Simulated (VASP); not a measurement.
# Ti (P6_3/mmc) in VASP: notebook, part 2 of 2

VASP 6.6.1.

**3. Single point, PBEsol (14.80 Å³/atom)**

This run uses another cell than the first one, of 14.80 Å³/atom.

Input file INCAR:

```
PREC = Accurate
ENCUT = 520
EDIFF = 1E-6
ISMEAR = -1
SIGMA = 0.1
LREAL = F
LASPH = T
NELM = 60
ALGO = Normal
ISIF = 2
LWAVE = F
LCHARG = F
GGA = PS
NBANDS = 32
```

Input file KPOINTS:

```
Automatic mesh
0
Gamma
  14 14 4
```

Input file POSCAR:

```
Ti
1.0
    2.7745237779      0.0000000000      0.0000000000
   -1.3872618889      2.4028080751      0.0000000000
    0.0000000000      0.0000000000      8.8785677280
Ti
4
Direct
    0.0000000000      1.0000000000      0.0000000000
    0.0000000000      1.0000000000      0.5000000000
    0.3333333333      0.6666666667      0.2500000000
    0.6666666667      0.3333333333      0.7500000000
```

Potentials or basis: VASP PAW PBE potentials, release 64 (Ti_sv).

Launch:

```
$ cat potpaw_PBE.64/Ti_sv/POTCAR > POTCAR
$ mpirun -np 1 vasp_std > vasp.out
```

OUTCAR:

```text
PREC = Accurate
   ENCUT = 520
   EDIFF = 1E-6
   ISMEAR = -1
   LREAL = F
   LASPH = T
   NELM = 60
   ISIF = 2
   GGA = PS

 ion  position               nearest neighbor table
   1  0.000  0.000  0.000-   3 2.74   4 2.74   4 2.74   3 2.74   4 2.74   3 2.74
   2  0.000  0.000  0.500-   3 2.74   4 2.74   4 2.74   3 2.74   4 2.74   3 2.74
   3  0.333  0.667  0.250-   1 2.74   2 2.74   1 2.74   2 2.74   1 2.74   2 2.74
   4  0.667  0.333  0.750-   1 2.74   2 2.74   1 2.74   2 2.74   1 2.74   2 2.74

  LATTYP: Found a hexagonal cell.
 ALAT       =     2.7745237779
 C/A-ratio  =     3.2000330286

  Lattice vectors:

 A1 = (   2.7745237779,   0.0000000000,   0.0000000000)
 A2 = (  -1.3872618889,   2.4028080751,   0.0000000000)
 A3 = (   0.0000000000,   0.0000000000,   8.8785677280)

Analysis of symmetry for initial positions (statically):
=====================================================================
 Subroutine PRICEL returns:
 Original cell was already a primitive cell.

 Routine SETGRP: Setting up the symmetry group for a
 hexagonal supercell.

[... 170 lines left out ...]
  energy without entropy =      -32.67538043  energy(sigma->0) =      -32.77146560

 E-fermi :   9.9263     XC(G=0): -12.4245

 val. band max:        9.9255517346   @ k =   0.4286   0.0714   0.2500
 cond. band min:       9.9288902449   @ k =   0.4286  -0.0000   0.2500
 fundamental gap:      0.0033385103
 Fermi energy:         9.9262763834

 k-point     1 :       0.0000    0.0000    0.0000
  band No.  band energies     occupation
      1     -46.3663      2.00000
      2     -46.2537      2.00000
      3     -46.2267      2.00000
      4     -46.1110      2.00000
      5     -23.2388      2.00000
      6     -22.6800      2.00000
[... 829 lines left out ...]
     31      12.8301      0.00000
     32      13.1593      0.00000

 [... further k-points ...]

------------------------ aborting loop because EDIFF is reached ----------------------------------------

  FORCE on cell =-STRESS in cart. coord.  units (eV):
  Direction    XX          YY          ZZ          XY          YZ          ZX
  --------------------------------------------------------------------------------------
  -------------------------------------------------------------------------------------
  Total        6.5542942      6.5542942      6.7637071      0.0000000     -0.0000000      0.0000000
  in kB      177.4132573    177.4132573    183.0816969      0.0000000     -0.0000000      0.0000000
  external PRESSURE =     179.3027372 kB  Pullay stress =       0.0000000 kB

 VOLUME and BASIS-vectors are now :
 -----------------------------------------------------------------------------
  energy-cutoff  :      520.00
  volume of cell :       59.19
      direct lattice vectors                 reciprocal lattice vectors
     2.774523778  0.000000000  0.000000000     0.360422213  0.208089862  0.000000000
    -1.387261889  2.402808075  0.000000000     0.000000000  0.416179723  0.000000000
     0.000000000  0.000000000  8.878567728     0.000000000  0.000000000  0.112630779

 POSITION                                       TOTAL-FORCE (eV/Angst)
 -----------------------------------------------------------------------------------
      0.00000      0.00000      0.00000         0.000000      0.000000      0.000000
      0.00000      0.00000      4.43928         0.000000      0.000000      0.000000
     -0.00000      1.60187      2.21964         0.000000     -0.000000     -0.000000
      1.38726      0.80094      6.65893        -0.000000      0.000000     -0.000000
 -----------------------------------------------------------------------------------
    total drift:                               -0.000000      0.000000      0.000000

  FREE ENERGIE OF THE ION-ELECTRON SYSTEM (eV)
  ---------------------------------------------------
  free  energy   TOTEN  =       -32.8675507764 eV

  energy  without entropy=      -32.6753804256  energy(sigma->0) =      -32.77146560
```

OSZICAR:

```text
N       E                     dE             d eps       ncg     rms          rms(c)
DAV:   1     0.617897260071E+03    0.61790E+03   -0.23821E+04  4608   0.192E+03
DAV:   2     0.404600888323E+02   -0.57744E+03   -0.56283E+03  4664   0.563E+02
DAV:   3    -0.300005465535E+02   -0.70461E+02   -0.66782E+02  7568   0.167E+02
DAV:   4    -0.361344582783E+02   -0.61339E+01   -0.60690E+01  6712   0.477E+01
DAV:   5    -0.363880958409E+02   -0.25364E+00   -0.25347E+00  7032   0.883E+00    0.207E+01
DAV:   6    -0.328109312925E+02    0.35772E+01   -0.11448E+01  5896   0.309E+01    0.600E+00
DAV:   7    -0.328364753675E+02   -0.25544E-01   -0.20935E+00  6488   0.118E+01    0.350E+00
DAV:   8    -0.328581211741E+02   -0.21646E-01   -0.79286E-01  6336   0.106E+01    0.313E+00
DAV:   9    -0.328807548818E+02   -0.22634E-01   -0.63862E-01  6048   0.883E+00    0.994E-01
DAV:  10    -0.328668687405E+02    0.13886E-01   -0.82725E-02  5800   0.320E+00    0.132E-01
DAV:  11    -0.328674461102E+02   -0.57737E-03   -0.76487E-03  6376   0.742E-01    0.146E-01
DAV:  12    -0.328675467697E+02   -0.10066E-03   -0.12770E-03  6064   0.249E-01    0.173E-02
DAV:  13    -0.328675504826E+02   -0.37129E-05   -0.98419E-05  6432   0.653E-02    0.169E-02
DAV:  14    -0.328675507764E+02   -0.29380E-06   -0.66098E-06  5048   0.246E-02
   1 F= -.32867551E+02 E0= -.32771466E+02  d E =-.192170E+00
```

stdout:

```text
POSCAR found type information on POSCAR Ti
 POSCAR found :  1 types and       4 ions
 scaLAPACK will be used
 -----------------------------------------------------------------------------
|                                                                             |
|                                                                             |
|     You enforced a specific xc type in the INCAR file but a different       |
|     I HOPE YOU KNOW WHAT YOU ARE DOING!                                     |
|                                                                             |
 -----------------------------------------------------------------------------

 LDA part: xc-table for (Slater+PW92), standard interpolation
 POSCAR, INCAR and KPOINTS ok, starting setup
 FFT: planning ... GRIDC
 FFT: planning ... GRID_SOFT
 FFT: planning ... GRID
 WAVECAR not read
 entering main loop
```

Wall time 2.8 min (1 thread of Intel Xeon 8259CL, shared host); peak memory 0.25 GiB.

What came out:

| Property | Result |
| --- | --- |
| Free energy | -32.8676 eV |
| Pressure | 17.9 GPa |
| Band gap on the k mesh | zero (bands 24 and 25 overlap by 1.27 eV) |

Caveat: the cell stands under pressure; the PAW data sets were made with another functional, which shifts forces and pressure a little.

**4. Single point, PBEsol (15.47 Å³/atom)**

This run uses another cell than the first one, of 15.47 Å³/atom.

INCAR, as its differences from that of step 3:

```diff
@@ -7,3 +7,3 @@
 LASPH = T
-NELM = 60
+NELM = 80
 ALGO = Normal
```

Input file KPOINTS:

```
regular mesh
0
Gamma
  14 14 4
```

Input file POSCAR:

```
Ti
1.0
    2.8159406866      0.0000000000      0.0000000000
   -1.4079703433      2.4386761702      0.0000000000
    0.0000000000      0.0000000000      9.0111032040
Ti
4
Direct
    0.0000000000      1.0000000000      0.0000000000
    0.0000000000      1.0000000000      0.5000000000
    0.3333333333      0.6666666667      0.2500000000
    0.6666666667      0.3333333333      0.7500000000
```

Launch:

```
$ cat potpaw_PBE.64/Ti_sv/POTCAR > POTCAR
$ mpirun -np 1 vasp_std > vasp.out
```

It took 2.6 min on 1 thread of Intel Xeon 8259CL, shared host; peak memory 0.25 GiB.

Results (log left out):

```yaml
Free_energy: -33.1083 eV
Pressure: 10.8 GPa
Band_gap_on_the_k_mesh: zero (bands 24 and 25 overlap by 1.24 eV)
```

Stress tensor (GPa, compression positive):
```
10.71  0.00  0.00
 0.00 10.71  0.00
 0.00  0.00 10.94
```

Levels at points of the mesh, in eV from the Fermi level:
```
           k point  band 22  band 23  band 24  band 25  band 26  band 27
(0.00, 0.00, 0.00)     0.14     0.70     0.70     0.79     0.79     1.03
(0.50, 0.00, 0.00)    -1.40    -1.19     0.01     0.04     0.63     1.27
(0.00, 0.00, 0.50)     0.38     0.69     0.69     0.86     0.86     0.86
(0.50, 0.00, 0.50)    -1.78    -0.13    -0.13     0.86     0.86     1.02
```

Caveat: the cell stands under pressure; the PAW data sets were made with another functional, which shifts forces and pressure a little.

**5. The runs side by side**

| cell | k mesh | gap on the mesh (eV) | pressure (GPa) |
| --- | --- | --- | --- |
| a = 2.895, b = 2.895, c = 9.265 Å, angles 90.0, 90.0, 120.0°, 4 atoms | 12 × 12 × 4 | none | -0.2 |
| a = 2.775, b = 2.775, c = 8.879 Å, angles 90.0, 90.0, 120.0°, 4 atoms | 14 × 14 × 4 | none | 17.9 |
| a = 2.816, b = 2.816, c = 9.011 Å, angles 90.0, 90.0, 120.0°, 4 atoms | 14 × 14 × 4 | none | 10.8 |

Alike in all rows: task single point; level PBEsol; potentials or basis VASP PAW PBE potentials, release 64 (Ti_sv); no spin polarisation; cutoff (eV) 520; smearing fermi-dirac 0.1 eV.

Caveats: the PAW data sets were made with another functional, which shifts forces and pressure a little; the cell stands under pressure (at least some runs).

Total energies depend on the potentials used, so only differences within one code and one set of settings carry meaning.
